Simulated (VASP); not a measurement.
# Sr (Im-3m) in VASP: notebook

Runs on Sr. Level: PBE. Tasks: single point.

All numbers are computed with VASP 6.6.1; they aren't measurements. Logs are shortened: lines on timing, memory, paths and dates and some standing lists are left out, and cuts for length are marked.

## (1) The cell of the first run

It takes space group Im-3m (No. 229, cubic). The conventional cell has a = 4.795 Å, b = 4.795 Å, c = 4.795 Å, α = 90.00°, β = 90.00°, γ = 90.00°. Sr (site symmetry m-3m) has 14 Sr at 4.15 to 4.80 Å within 5.4 Å.

This isn't the form of Sr at room conditions, which is fcc.

## (2) Single point, PBE

File INCAR:

```
  PREC = Accurate
  ENCUT = 520
  EDIFF = 1E-6
  ISMEAR = -1
  SIGMA = 0.06122561905347299
  LREAL = F
  LASPH = T
  NELM = 60
  ALGO = Normal
  ISIF = 2
  LWAVE = F
  LCHARG = T
  GGA = PE
  LELF = T
  LVHAR = T
  NBANDS = 11
```

File KPOINTS:

```
Automatic mesh
0
Gamma
  32 32 32
```

File POSCAR:

```
Sr
1.0
   -2.3976277688      2.3976277688      2.3976277688
    2.3976277688     -2.3976277688      2.3976277688
    2.3976277688      2.3976277688     -2.3976277688
Sr
1
Direct
    0.0000000000      0.0000000000      0.0000000000
```

Potentials or basis: VASP PAW PBE potentials, release 64 (Sr_sv).

Launch:

```bash
$ cat potpaw_PBE.64/Sr_sv/POTCAR > POTCAR
$ mpirun -np 1 vasp_std > vasp.out
```

OUTCAR:

```text
PREC = Accurate
   ENCUT = 520
   EDIFF = 1E-6
   ISMEAR = -1
   LREAL = F
   LASPH = T
   NELM = 60
   ISIF = 2
   GGA = PE

 ion  position               nearest neighbor table
   1  0.000  0.000  0.000-

  LATTYP: Found a body centered cubic cell.
 ALAT       =     4.7952555376

  Lattice vectors:

 A1 = (  -2.3976277688,   2.3976277688,   2.3976277688)
 A2 = (   2.3976277688,  -2.3976277688,   2.3976277688)
 A3 = (   2.3976277688,   2.3976277688,  -2.3976277688)

Analysis of symmetry for initial positions (statically):
=====================================================================
 Subroutine PRICEL returns:
 Original cell was already a primitive cell.

 Routine SETGRP: Setting up the symmetry group for a
 body centered cubic supercell.

 Subroutine GETGRP returns: Found 48 space group operations
 (whereof 48 operations were pure point group operations)
 out of a pool of 48 trial point group operations.

The static configuration has the point symmetry O_h .

Analysis of symmetry for dynamics (positions and initial velocities):
=====================================================================
 Subroutine PRICEL returns:
 Original cell was already a primitive cell.

 Routine SETGRP: Setting up the symmetry group for a
 body centered cubic supercell.

 Subroutine GETGRP returns: Found 48 space group operations
 (whereof 48 operations were pure point group operations)
 out of a pool of 48 trial point group operations.

The dynamic configuration has the point symmetry O_h .

 Subroutine INISYM returns: Found 48 space group operations
 (whereof 48 operations are pure point group operations),
 and found     1 'primitive' translations

----------------------------------------------------------------------------------------

                                     Primitive cell

  volume of cell :      55.1322

  direct lattice vectors                    reciprocal lattice vectors
    -2.397627769  2.397627769  2.397627769     0.000000000  0.208539460  0.208539460
     2.397627769 -2.397627769  2.397627769     0.208539460  0.000000000  0.208539460
     2.397627769  2.397627769 -2.397627769     0.208539460  0.208539460  0.000000000

  length of vectors
     4.152813113  4.152813113  4.152813113     0.294919333  0.294919333  0.294919333

  position of ions in fractional coordinates (direct lattice)
     0.000000000  0.000000000  0.000000000

  ion indices of the primitive-cell ions
   primitive index   ion index
                 1           1

----------------------------------------------------------------------------------------

 KPOINTS: Automatic mesh

Automatic generation of k-mesh.
 Grid dimensions read from file:
 generate k-points for:   32   32   32

 Generating k-lattice:

  Cartesian coordinates                     Fractional coordinates (reciprocal lattice)
     0.000000000  0.006516858  0.006516858     0.031250000  0.000000000  0.000000000
     0.006516858  0.000000000  0.006516858     0.000000000  0.031250000  0.000000000
     0.006516858  0.006516858  0.000000000     0.000000000  0.000000000  0.031250000

  Length of vectors
     0.009216229  0.009216229  0.009216229

  Shift w.r.t. Gamma in fractional coordinates (k-lattice)
     0.000000000  0.000000000  0.000000000

 Subroutine IBZKPT returns following result:
 ===========================================

 Found    897 irreducible k-points:

 Following reciprocal coordinates:
            Coordinates               Weight
  0.000000  0.000000  0.000000      1.000000
  0.031250  0.000000  0.000000     12.000000
  0.062500  0.000000  0.000000     12.000000
  0.093750  0.000000  0.000000     12.000000
  0.125000  0.000000  0.000000     12.000000
  0.156250  0.000000  0.000000     12.000000
[... 16 lines left out ...]
  0.187500  0.031250  0.000000     48.000000
  0.218750  0.031250  0.000000     48.000000
 [... further k-points ...]
   k-points           NKPTS =    897   k-points in BZ     NKDIM =    897   number of bands    NBANDS=     11
   number of dos      NEDOS =    301   number of ions     NIONS =      1
   total plane-waves  NPLWV =  32768
   dimension x,y,z NGX =    32 NGY =   32 NGZ =   32
   dimension x,y,z NGXF=    64 NGYF=   64 NGZF=   64
   ions per type =               1
   NGX,Y,Z   is equivalent  to a cutoff of  12.81, 12.81, 12.81 a.u.
   NGXF,Y,Z  is equivalent  to a cutoff of  25.62, 25.62, 25.62 a.u.
 SYSTEM =  unknown system
   PREC   = accura    normal or accurate (medium, high low for compatibility)
   ISTART =      0    job   : 0-new  1-cont  2-samecut
   ICHARG =      2    charge: 1-file 2-atom 10-const
   ISPIN  =      1    spin polarized calculation?
   LNONCOLLINEAR =      F non collinear calculations
   LSORBIT =      F    spin-orbit coupling
   LASPH  =      T    aspherical Exc in radial PAW
   ENCUT  =  520.0 eV  38.22 Ry    6.18 a.u.   7.72  7.72  7.72*2*pi/ulx,y,z
   NELM   =     60;   NELMIN=  2; NELMDL= -5     # of ELM steps
   EDIFF  = 0.1E-05   stopping-criterion for ELM
   LREAL  =      F    real-space projection
   EDIFFG = 0.1E-04   stopping-criterion for IOM
   NSW    =      0    number of steps for IOM
   IBRION =     -1    ionic relax: 0-MD 1-quasi-New 2-CG
   NFREE  =      0    steps in history (QN), initial steepest desc. (CG)
   ISIF   =      2    stress and relaxation
   ISYM   =      2    0-nonsym 1-usesym 2-fastsym
   POTIM  = 0.5000    time-step for ionic-motion
   TEBEG  =    0.0;   TEEND  =   0.0 temperature during run
   PSTRESS=    0.0 pullay stress
   NELECT =      10.0000    total number of electrons
   NUPDOWN=      -1.0000    fix difference up-down
   EMIN   =  10.00;   EMAX   =-10.00  energy-range for DOS
   EFERMI =   0.00;   METHOD = LEGACY
   ISMEAR =    -1;   SIGMA  =   0.06  broadening in eV -4-tet -1-fermi 0-gaus
   EFERMI_NEDOS =   21; number of points for ismear=-14 and -15
   IALGO  =     38    algorithm
   IMIX   =      4    mixing-type and parameters
     AMIX     =   0.40;   BMIX     =  1.00
     AMIX_MAG =   1.60;   BMIX_MAG =  1.00
  volume/ion in A,a.u.               =      55.13       372.05
  Fermi-wavevector in a.u.,A,eV,Ry     =   0.926701  1.751211 11.684346  0.858775
  Thomas-Fermi vector in A             =   2.052692
   LORBIT       =      0    0 simple, 1 ext, 2 COOP (PROOUT), +10 PAW based schemes
   GGA     = PE    functional components
   LHFCALC =     F    Hartree Fock is set to
   AEXX    =    0.0000 exact exchange contribution
   IVDW    =     0    specifies the selected vdW correction
   LEPSILON=     F    determine dielectric tensor
   LRPA    =     F    only Hartree local field effects (RPA)
 non-spin polarized calculation
  energy-cutoff  :      520.00
  volume of cell :       55.13
 maximum number of plane-waves:      1508
   NGX = 15   NGY = 15   NGZ = 15

 number of electron      10.0000000 magnetization

 Free energy of the ion-electron system (eV)
  ---------------------------------------------------
  ext. energy  EPLUGINS =         0.00000000
  ---------------------------------------------------
  free energy    TOTEN  =        -1.63833991 eV

  energy without entropy =       -1.62241920  energy(sigma->0) =       -1.63037955

 E-fermi :   1.5822     XC(G=0):  -7.3405

 val. band max:        1.5817946066   @ k =  -0.4688  -0.4688   0.2812
 cond. band min:       1.5823586418   @ k =  -0.4375   0.4375   0.4062
 fundamental gap:      0.0005640352
 Fermi energy:         1.5822450900

 k-point     1 :       0.0000    0.0000    0.0000
  band No.  band energies     occupation
      1     -35.0435      2.00000
      2     -16.9300      2.00000
      3     -16.9300      2.00000
      4     -16.9300      2.00000
      5      -2.0597      2.00000
      6       3.9493      0.00000
      7       3.9493      0.00000
      8       3.9493      0.00000
      9       5.2667      0.00000
     10       5.2667      0.00000
     11       9.6418      0.00000

 k-point     2 :       0.0312    0.0000    0.0000
  band No.  band energies     occupation
      1     -35.0434      2.00000
      2     -16.9320      2.00000
      3     -16.9307      2.00000
      4     -16.9300      2.00000
      5      -2.0430      2.00000
      6       3.9338      0.00000
      7       3.9404      0.00000
      8       3.9654      0.00000
      9       5.2400      0.00000
     10       5.2656      0.00000
     11       9.6668      0.00000

 k-point     3 :       0.0625    0.0000    0.0000
  band No.  band energies     occupation
      1     -35.0430      2.00000
      2     -16.9377      2.00000
      3     -16.9325      2.00000
      4     -16.9300      2.00000
      5      -1.9931      2.00000
      6       3.8885      0.00000
      7       3.9104      0.00000
      8       4.0136      0.00000
      9       5.1702      0.00000
     10       5.2626      0.00000
     11       9.7141      0.00000

 k-point     4 :       0.0938    0.0000    0.0000
  band No.  band energies     occupation
      1     -35.0423      2.00000
      2     -16.9470      2.00000
      3     -16.9356      2.00000
      4     -16.9300      2.00000
      5      -1.9107      2.00000
      6       3.8177      0.00000
      7       3.8507      0.00000
      8       4.0935      0.00000
      9       5.0833      0.00000
     10       5.2595      0.00000
     11       9.7902      0.00000
[... 239 lines left out ...]
 k-point    22 :       0.1562    0.0312    0.0000
  band No.  band energies     occupation
      1     -35.0395      2.00000
      2     -16.9842      2.00000
      3     -16.9471      2.00000
      4     -16.9308      2.00000
      5      -1.5588      2.00000
      6       3.5145      0.00000
      7       3.5592      0.00000
      8       4.4419      0.00000
      9       4.9331      0.00000
     10       5.2897      0.00000
     11       9.9012      0.00000

 k-point    23 :       0.1875    0.0312    0.0000
  band No.  band energies     occupation
      1     -35.0381      2.00000
      2     -17.0020      2.00000
      3     -16.9532      2.00000
      4     -16.9308      2.00000
      5      -1.3745      2.00000
      6       3.3263      0.00000
      7       3.4454      0.00000
      8       4.6273      0.00000
      9       4.9399      0.00000
     10       5.3099      0.00000
     11       9.7661      0.00000

 k-point    24 :       0.2188    0.0312    0.0000
  band No.  band energies     occupation
      1     -35.0367      2.00000
      2     -17.0207      2.00000
      3     -16.9596      2.00000
      4     -16.9308      2.00000
      5      -1.1666      2.00000
      6       3.1227      0.00000
      7       3.3321      0.00000
      8       4.8401      0.00000
      9       4.9714      0.00000
     10       5.3387      0.00000
     11       9.5034      0.00000

 [... further k-points ...]

------------------------ aborting loop because EDIFF is reached ----------------------------------------

  FORCE on cell =-STRESS in cart. coord.  units (eV):
  Direction    XX          YY          ZZ          XY          YZ          ZX
  --------------------------------------------------------------------------------------
  -------------------------------------------------------------------------------------
  Total       -0.0759092     -0.0759092     -0.0759092      0.0000000      0.0000000      0.0000000
  in kB       -2.2059702     -2.2059702     -2.2059702      0.0000000      0.0000000      0.0000000
  external PRESSURE =      -2.2059702 kB  Pullay stress =       0.0000000 kB

 VOLUME and BASIS-vectors are now :
 -----------------------------------------------------------------------------
  energy-cutoff  :      520.00
  volume of cell :       55.13
      direct lattice vectors                 reciprocal lattice vectors
    -2.397627769  2.397627769  2.397627769     0.000000000  0.208539460  0.208539460
     2.397627769 -2.397627769  2.397627769     0.208539460  0.000000000  0.208539460
     2.397627769  2.397627769 -2.397627769     0.208539460  0.208539460  0.000000000

 POSITION                                       TOTAL-FORCE (eV/Angst)
 -----------------------------------------------------------------------------------
      0.00000      0.00000      0.00000        -0.000000      0.000000     -0.000000
 -----------------------------------------------------------------------------------
    total drift:                                0.000000      0.000000     -0.000000

  FREE ENERGIE OF THE ION-ELECTRON SYSTEM (eV)
  ---------------------------------------------------
  free  energy   TOTEN  =        -1.6383399075 eV

  energy  without entropy=       -1.6224191952  energy(sigma->0) =       -1.63037955
```

It took 7.5 min on 1 thread of Intel Xeon 8259CL, shared host; peak memory 0.62 GiB.

Results:

| Quantity | Value |
| --- | --- |
| Free energy | -1.6383 eV |
| Pressure | -0.2 GPa |
| Band gap on the k mesh | zero (bands 5 and 6 overlap by 0.48 eV) |

## (3) Single point, PBE

This run uses another cell than the first one, of 56.21 Å³/atom.

File INCAR:

```
SYSTEM = Sr
ALGO = Normal
EDIFF = 1E-7
ENCUT = 520
GGA = PE
ISIF = 2
ISMEAR = -1
LASPH = .True.
LCHARG = .False.
LREAL = .False.
LWAVE = .False.
NBANDS = 11
NELM = 60
PREC = Accurate
SIGMA = 0.06122561905347299
```

File KPOINTS:

```
k-points
0
Gamma
  32 32 32
  0 0 0
```

File POSCAR:

```
Sr
1.0
   -2.4131972166      2.4131972166      2.4131972166
    2.4131972166     -2.4131972166      2.4131972166
    2.4131972166      2.4131972166     -2.4131972166
Sr
1
Direct
    0.0000000000      0.0000000000      0.0000000000
```

Potentials or basis: VASP PAW PBE potentials, release 64 (Sr_sv).

Launch:

```bash
$ cat potpaw_PBE.64/Sr_sv/POTCAR > POTCAR
$ mpirun -np 1 vasp_std > vasp.out
```

Wall time 8.2 min (1 thread of Intel Xeon 8259CL, shared host); peak memory 0.63 GiB.

Results (log left out):

| Quantity | Value |
| --- | --- |
| Free energy | -1.6362 eV |
| Pressure | -0.4 GPa |
| Band gap on the k mesh | zero (bands 5 and 6 overlap by 0.45 eV) |

Levels at points of the mesh, in eV from the Fermi level:
| k point | band 3 | band 4 | band 5 | band 6 | band 7 | band 8 |
| --- | --- | --- | --- | --- | --- | --- |
| (0.00, 0.00, 0.00) | -18.56 | -18.56 | -3.62 | 2.34 | 2.34 | 2.34 |
| (0.50, 0.00, 0.00) | -18.62 | -18.56 | -1.00 | 0.18 | 1.21 | 3.44 |
| (0.50, 0.50, 0.50) | -18.69 | -18.69 | -0.12 | -0.12 | 3.52 | 3.52 |

## (4) Single point, PBE

This run uses another cell than the first one, of 57.29 Å³/atom.

File INCAR:

```
SYSTEM = Sr
PREC = Accurate
ENCUT = 520
EDIFF = 1E-6
ISMEAR = -1
SIGMA = 0.06122561905347299
LREAL = .False.
LASPH = .True.
NELM = 100
ALGO = Normal
ISIF = 2
LWAVE = .False.
LCHARG = .False.
GGA = PE
NBANDS = 11
```

File KPOINTS:

```
Automatic mesh
0
Gamma
  32 32 32
  0 0 0
```

File POSCAR:

```
Sr
1.0
   -2.4285683139      2.4285683139      2.4285683139
    2.4285683139     -2.4285683139      2.4285683139
    2.4285683139      2.4285683139     -2.4285683139
Sr
1
Direct
    0.0000000000      0.0000000000      0.0000000000
```

Launch:

```bash
$ cat potpaw_PBE.64/Sr_sv/POTCAR > POTCAR
$ mpirun -np 1 vasp_std > vasp.out
```

Run time: 4.3 min. Hardware: 1 thread of Intel Xeon Platinum 8259CL at 2.50GHz (Skylake/Cascade Lake), shared host; peak memory 0.63 GiB.

It converged, with:

```yaml
Free_energy: -1.6327 eV
Pressure: -0.6 GPa
Band_gap_on_the_k_mesh: zero (bands 5 and 6 overlap by 0.42 eV)
```

Levels at points of the mesh, in eV from the Fermi level:
| k point | band 2 | band 3 | band 4 | band 5 | band 6 | band 7 | band 8 | band 9 |
| --- | --- | --- | --- | --- | --- | --- | --- | --- |
| (0.00, 0.00, 0.00) | -18.60 | -18.60 | -18.60 | -3.59 | 2.31 | 2.31 | 2.31 | 3.59 |
| (0.50, 0.00, 0.00) | -18.77 | -18.66 | -18.60 | -0.99 | 0.16 | 1.20 | 3.39 | 4.05 |
| (0.50, 0.50, 0.50) | -18.73 | -18.73 | -18.73 | -0.10 | -0.10 | 3.45 | 3.45 | 3.45 |

## (5) Summary

| cell | gap on the mesh (eV) | pressure (GPa) |
| --- | --- | --- |
| a = 4.153 Å, angles 109.5°, 1 atom | none | -0.2 |
| a = 4.180 Å, angles 109.5°, 1 atom | none | -0.4 |
| a = 4.206 Å, angles 109.5°, 1 atom | none | -0.6 |

Alike in all rows: task single point; level PBE; potentials or basis VASP PAW PBE potentials, release 64 (Sr_sv); no spin polarisation; k mesh 32 × 32 × 32; cutoff (eV) 520; smearing fermi-dirac 0.0612256 eV.

Total energies depend on the potentials used, so only differences within one code and one set of settings carry meaning.
